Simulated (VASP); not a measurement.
## Pb: single point with PBEsol

Pb:

```
CELL_PARAMETERS angstrom
0.00000 2.37101 2.66738
2.37101 0.00000 2.66738
2.37101 2.37101 0.00000
ATOMIC_POSITIONS crystal
Pb 0.00000 0.00000 0.00000
```

This cell differs from its parent crystal: strain -0.040 along x and y, +0.080 along z.

| Property | Result |
| --- | --- |
| Program | VASP 6.6.1 |
| Task | single point |
| Functional | PBEsol |
| Potentials or basis | VASP PAW PBE potentials, release 64 (Pb_d) |
| Cutoff | 520 eV |
| k mesh | 16 × 16 × 16 |
| Occupations | gaussian, width 0.15 eV |
| Spin | no spin polarisation |

```yaml
Pressure: 0.2 GPa
Band_gap_on_the_k_mesh: zero (band 7 reaches 14.71 eV, above the bottom of band 8 at 5.25 eV)
```

Stress tensor (GPa, compression positive):
```
 0.96  0.00  0.00
 0.00  0.96  0.00
 0.00  0.00 -1.23
```

Levels at points of the mesh, in eV from the Fermi level:
| k point | band 3 | band 4 | band 5 | band 6 | band 7 | band 8 | band 9 | band 10 | band 11 | band 12 |
| --- | --- | --- | --- | --- | --- | --- | --- | --- | --- | --- |
| (0.00, 0.00, 0.00) | -16.98 | -16.97 | -16.82 | -11.89 | 7.44 | 7.44 | 7.46 | 9.87 | 11.45 | 11.93 |
| (0.50, 0.00, 0.00) | -16.97 | -16.78 | -16.73 | -8.17 | -4.31 | 4.40 | 6.65 | 8.56 | 9.60 | 11.53 |
| (0.50, 0.50, 0.00) | -16.75 | -16.73 | -16.73 | -7.68 | -3.92 | 3.02 | 3.02 | 6.36 | 7.55 | 19.61 |
| (0.50, 0.00, 0.50) | -16.78 | -16.77 | -16.64 | -6.28 | -3.03 | 1.21 | 2.02 | 5.00 | 6.33 | 16.59 |

Run time: 3.3 min on 1 thread of Intel(R) Xeon(R) Platinum 8375C CPU @ 2.90GHz (Ice Lake), with other jobs on the host, peak memory 0.25 GiB.

Caveat: the cell differs from its parent crystal (strain -0.040 along x and y, +0.080 along z); the PAW data sets were made with another functional, which shifts forces and pressure a little; spin-orbit coupling is left out, which moves the levels of the heavy elements.
